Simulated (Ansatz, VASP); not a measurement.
# GaP in VASP and in Ansatz

```
Ga P
1.0
     0.00000    2.58047    2.58047
     2.58047    0.00000    2.58047
     2.58047    2.58047    0.00000
Ga P
1 1
Cartesian
  0.0000 0.0000 0.0000
  2.5805 2.5805 2.5805
```

Alike in both runs: functional PBE; k mesh 12 × 12 × 12; occupations fermi-dirac, width 0.05 eV; no spin polarisation.

Ansatz relaxed the structure, and its values are those at the end. VASP's run is a single point on that final structure, the one shown.

|  | VASP | Ansatz |
| --- | --- | --- |
| version | VASP 6.6.1 | Ansatz 0.2.0 |
| potentials or method | VASP PAW PBE potentials, release 64 (Ga_d, P) | PAW with Ansatz's default frozen-core files, scalar-relativistic |
| plane-wave cutoff (eV) | 520 | 420 |
| valence electrons in the cell | 18 | 18 |

```csv
,VASP,Ansatz,Ansatz less VASP
pressure (GPa),0.1,0.0,-0.06
```

With one functional, cell and mesh, what is left measures potentials, basis and numerics.
